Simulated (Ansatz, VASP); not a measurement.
One calculation of ZnSe, two programs

File INCAR:

```
  PREC = Accurate
  ENCUT = 500
  EDIFF = 1E-6
  ISMEAR = 0
  SIGMA = 0.02
  LREAL = False
  LASPH = True
  NELM = 120
  ALGO = Normal
  ISIF = 2
  LWAVE = False
  LCHARG = False
  NBANDS = 16
  GGA_COMPAT = False
```

The input KPOINTS:

```
Automatic mesh
0
Gamma
  8 8 8
```

Contents of POSCAR:

```
ZnSe
1.0
    0.0000000000      2.7555542060      2.7555542060
    2.7555542060      0.0000000000      2.7555542060
    2.7555542060      2.7555542060      0.0000000000
Zn Se
1 1
Direct
    0.0000000000      0.0000000000      0.0000000000
    0.2500000000      0.2500000000      0.2500000000
```

Input for Ansatz:

```yaml
crystal:
  lattice:
    - [0.0, 2.755554206, 2.755554206]
    - [2.755554206, 0.0, 2.755554206]
    - [2.755554206, 2.755554206, 0.0]
  atoms:
    - { symbol: Zn, position: [0.0, 0.0, 0.0] }
    - { symbol: Se, position: [0.25, 0.25, 0.25] }
basis:
  ecutwfc: 420
kpoints:
  mp_grid: { grid: [8, 8, 8] }
hamiltonian:
  xc: lda
  pseudopotentials: { kind: paw, azcp: { folder: soft_1 } }
scf:
  occupations: { method: gaussian, width: 0.02 }
output:
  forces: true
  stress: true
  eigenvalues: true
```

Alike in both runs: task single point; functional LDA; k mesh 8 × 8 × 8; occupations gaussian, width 0.02 eV; no spin polarisation.

|  | VASP | Ansatz |
| --- | --- | --- |
| version | VASP 6.6.1 | Ansatz 0.2.0 |
| potentials or method | VASP PAW LDA potentials, release 64 (Zn, Se), cutoff 500 eV | scalar-relativistic, plane waves, PAW |
| valence electrons in the cell | 18 | 28 |

VASP gave:

- gap on the k mesh at the Fermi level (eV): 1.42
- least direct gap on the mesh (eV): 1.42
- pressure (GPa): 2.8

Question: Estimate Ansatz's values.

Answer: gap on the k mesh at the Fermi level (eV): 1.37; least direct gap on the mesh (eV): 1.37; pressure (GPa): 2.3.

Ansatz warns that its potentials were made for another functional, while VASP's fit it. LDA's correlation is that of Perdew and Zunger in VASP and of Perdew and Wang (1992) in Ansatz. VASP's potentials hold 18 valence electrons a cell and Ansatz's 28, so a difference there can come from the potentials and not from the codes.
